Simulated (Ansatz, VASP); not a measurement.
# SrTiO3: VASP beside Ansatz

```
Sr Ti O
1.0
    -3.89112    0.00000   -3.89112
     0.00000   -3.89112   -3.89112
    -3.89112   -3.89112    0.00000
Sr Ti O
2 2 6
Cartesian
  0.0000 0.0000 0.0000
  -3.8911 -3.8911 -3.8911
  -1.9456 -1.9456 -1.9456
  -5.8367 -5.8367 -5.8367
  -3.8911 -1.9456 -1.8996
  0.0000 -1.9456 -1.9915
  -1.9456 0.0000 -1.9915
  -1.9456 -3.8911 -1.8996
  -1.9915 -1.9915 -3.8911
  -5.7907 -5.7907 -7.7822
```

Change from the starting cell: mode 1 (-82.8 1/cm) frozen in, largest displacement +0.065 Å.

Alike in both runs: task single point; functional PBEsol; k mesh 6 × 6 × 6; occupations gaussian, width 0.05 eV; no spin polarisation.

```csv
,VASP,Ansatz
version,VASP 6.6.1,Ansatz 0.2.0
potentials or method,"VASP PAW PBE potentials, release 64 (Sr_sv, Ti_sv, O), cutoff 520 eV","scalar-relativistic, plane waves, PAW"
valence electrons in the cell,80,80
```

Ansatz gave:

| Property | Result |
| --- | --- |
| gap on the k mesh at the Fermi level (eV) | 1.86 |
| least direct gap on the mesh (eV) | 1.86 |
| pressure (GPa) | -0.1 |
| traceless stress, the component that is largest in VASP (GPa) | -0.06 |
| rms of the force components (eV/Å) | 0.008 |

Question: What did VASP give for the same quantities?

Answer: gap on the k mesh at the Fermi level (eV): 1.83; least direct gap on the mesh (eV): 1.83; pressure (GPa): 0.6; traceless stress, the component that is largest in VASP (GPa): -0.06; rms of the force components (eV/Å): 0.008.

VASP's potentials were made for PBE, not for PBEsol. Atom by atom the forces differ by 0.001 eV/Å (rms over components). The functional is the same, so the differences come from potentials, cutoffs and numerics.
